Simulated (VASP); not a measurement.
Runs of VASP 6.6.1 on Mg. The structure is that of space group P6/mmm (No. 191), or close to it. The cells are those of the table. 

```csv
cell,gap on the mesh (eV),pressure (GPa)
"a = 3.142, b = 3.142, c = 2.953 Å, angles 90.0, 90.0, 120.0°, 1 atom",none,(b)
"a = 3.142, b = 3.142, c = 3.136 Å, angles 90.0, 90.0, 120.0°, 1 atom",none,-2.8
"a = 3.142, b = 3.142, c = 2.999 Å, angles 90.0, 90.0, 120.0°, 1 atom",none,-2.0
"a = 3.142, b = 3.142, c = 3.091 Å, angles 90.0, 90.0, 120.0°, 1 atom",none,-2.6
"a = 3.096, b = 3.096, c = 3.045 Å, angles 90.0, 90.0, 120.0°, 1 atom",none,-1.6
"a = 3.096, b = 3.096, c = 3.091 Å, angles 90.0, 90.0, 120.0°, 1 atom",none,-1.9
"a = 3.050, b = 3.050, c = 3.136 Å, angles 90.0, 90.0, 120.0°, 1 atom",none,-1.3
"a = 3.142, b = 3.142, c = 3.045 Å, angles 90.0, 90.0, 120.0°, 1 atom",none,(a)
```

Alike in all rows: task single point; level LDA; potentials or basis VASP PAW LDA potentials, release 64 (Mg); no spin polarisation; k mesh 18 × 18 × 16; cutoff (eV) 520; smearing gaussian 0.15 eV.

**Question.** Estimate the missing entries.

**Answer.** (a) -2.3; (b) -1.7.

A gap of «none» marks levels without a gap at the run's occupations.
